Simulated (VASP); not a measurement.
Here is a VASP 6.6.1 calculation.

The input INCAR:

```
SYSTEM = PtSe2
  PREC = Accurate
  ENCUT = 520
  EDIFF = 1E-6
  ISMEAR = -1
  SIGMA = 0.15
  LREAL = .False.
  LASPH = .True.
  NELM = 80
  ALGO = Normal
  ISIF = 2
  LWAVE = .False.
  LCHARG = .False.
  GGA = PE
  IVDW = 12
  NBANDS = 18
```

KPOINTS

```
regular mesh
0
Gamma
  10 10 7
  0 0 0
```

Contents of POSCAR:

```
PtSe2
1.0
    3.7714291476      0.0000000000      0.0000000000
   -1.8857145738      3.2661534504      0.0000000000
    0.0000000000      0.0000000000      4.8206358038
Pt Se
1 2
Direct
    0.0000000000      0.0000000000      0.0000000000
    0.3333333333      0.6666666667      0.2658109805
    0.6666666667      0.3333333333      0.7341890195
```

Potentials or basis: VASP PAW PBE potentials, release 64 (Pt, Se).

Launch:

```sh
$ cat potpaw_PBE.64/Pt/POTCAR potpaw_PBE.64/Se/POTCAR > POTCAR
$ mpirun -np 1 vasp_std > vasp.out
```

(1) What does it give for the largest force?

(2) What does it give for the dispersion energy per atom?

(3) Predict the band gap on the k mesh.

## Answers

(1) 0.008 eV/Å.

(2) -0.490 eV.

(3) zero (band 11 reaches 7.49 eV, above the bottom of band 12 at 6.57 eV).

Caveat: spin-orbit coupling is left out, which moves the levels of the heavy elements.
